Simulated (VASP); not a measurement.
Set up this calculation in VASP 6.6.1, as the native input.

```yaml
Task: single point
Functional: PBEsol
Potentials_or_basis: VASP PAW PBE potentials, release 64 (Tl_d)
Cutoff: 520 eV
k_mesh: 20 × 20 × 20
Occupations: gaussian, width 0.15 eV
Spin: no spin polarisation
Dipole_correction: no
Further_INCAR_settings: ALGO = Fast; EDIFF = 1e-07; NBANDS = 12
```

The structure of Tl lies in POSCAR:

```
Tl
1.0
   -2.1085990240      2.1085990240      1.6447072387
    2.1085990240     -2.1085990240      1.6447072387
    2.1085990240      2.1085990240     -1.6447072387
Tl
1
Direct
    0.0000000000      0.0000000000      0.0000000000
```

This cell differs from its parent crystal: ratio of the length along z to the lengths across it x 0.78, volume and fractional coordinates fixed.

One way to write it, as run:

INCAR

```
SYSTEM = Tl
ALGO = Fast
EDIFF = 1E-7
ENCUT = 520
GGA = PS
ISIF = 2
ISMEAR = 0
LASPH = .TRUE.
LCHARG = .FALSE.
LREAL = .FALSE.
LWAVE = .FALSE.
NBANDS = 12
NELM = 80
PREC = Accurate
SIGMA = 0.15
```

KPOINTS

```
k-points
0
G
  20 20 20
  0 0 0
```

Potentials or basis: VASP PAW PBE potentials, release 64 (Tl_d).

Command:

```bash
$ cat potpaw_PBE.64/Tl_d/POTCAR > POTCAR
$ mpirun -np 1 vasp_std > vasp.out
```

It gave:

```yaml
Pressure: -0.4 GPa
```

Caveat: the PAW data sets were made with another functional, which shifts forces and pressure a little.

It took 85 s on 1 thread of Intel(R) Xeon(R) 6975P-C (Granite Rapids) (shared host), peak memory 0.33 GiB.
